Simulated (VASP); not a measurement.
Input of a VASP 6.6.1 run:

Contents of INCAR:

```
ALGO     = Normal         # electronic algorithm
EDIFF    = 1E-6           # SCF threshold, eV
ENCUT    = 520            # plane-wave cutoff, eV
GGA      = PE             # functional
ISIF     = 2              # what is computed and relaxed
ISMEAR   = 0              # smearing method
LASPH    = T              # aspherical terms in the spheres
LCHARG   = T              # write CHGCAR
LELF     = T              # ELF
LREAL    = F              # projectors in reciprocal space
LVHAR    = T            
LWAVE    = F              # write WAVECAR
NBANDS   = 17             # bands
NELM     = 100            # most SCF steps
PREC     = Accurate       # precision mode
SIGMA    = 0.1            # smearing width, eV
```

Contents of KPOINTS:

```
k-points
0
Gamma
  4 4 4
```

POSCAR

```
BP3
1.0
    3.7020980759      0.0000000000      0.0000000000
    0.0000000000      3.7020980759      0.0000000000
    0.0000000000      0.0000000000      3.7020980759
B P
1 3
Direct
    0.0000000000      0.0000000000      0.0000000000
    0.0000000000      0.5000000000      0.5000000000
    0.5000000000      0.0000000000      0.5000000000
    0.5000000000      0.5000000000      0.0000000000
```

Potentials or basis: VASP PAW PBE potentials, release 64 (B, P).

Run with:

```console
$ cat potpaw_PBE.64/B/POTCAR potpaw_PBE.64/P/POTCAR > POTCAR
$ mpirun -np 1 vasp_std > vasp.out
```

Q: Estimate the pressure.

A: 0.0 GPa.

Q: Estimate the band gap on the k mesh.

A: Zero (bands 9 and 10 overlap by 7.83 eV).

Caveat: the k points lie up to 0.42 Å⁻¹ apart, too coarse for converged energies and pressures of a metal.
